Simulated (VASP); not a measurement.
A run of VASP 6.6.1 is set up as follows.

INCAR

```
PREC = Accurate
ENCUT = 520
EDIFF = 1E-7
ISMEAR = -1
SIGMA = 0.1
LREAL = False
LASPH = True
NELM = 80
ALGO = Normal
ISIF = 2
LWAVE = False
LCHARG = False
GGA = PS
NBANDS = 14
```

The input KPOINTS:

```
regular mesh
0
Gamma
  13 13 13
```

POSCAR

```
Bi
1.0
   -1.9594876911      1.9594876911      1.9594876911
    1.9594876911     -1.9594876911      1.9594876911
    1.9594876911      1.9594876911     -1.9594876911
Bi
1
Direct
    0.0000000000      0.0000000000      0.0000000000
```

Potentials or basis: VASP PAW PBE potentials, release 64 (Bi_d).

Launch:

```console
$ cat potpaw_PBE.64/Bi_d/POTCAR > POTCAR
$ mpirun -np 1 vasp_std > vasp.out
```

(1) Estimate the pressure.

Answers

(1) -0.1 GPa.

Caveat: the PAW data sets were made with another functional, which shifts forces and pressure a little.
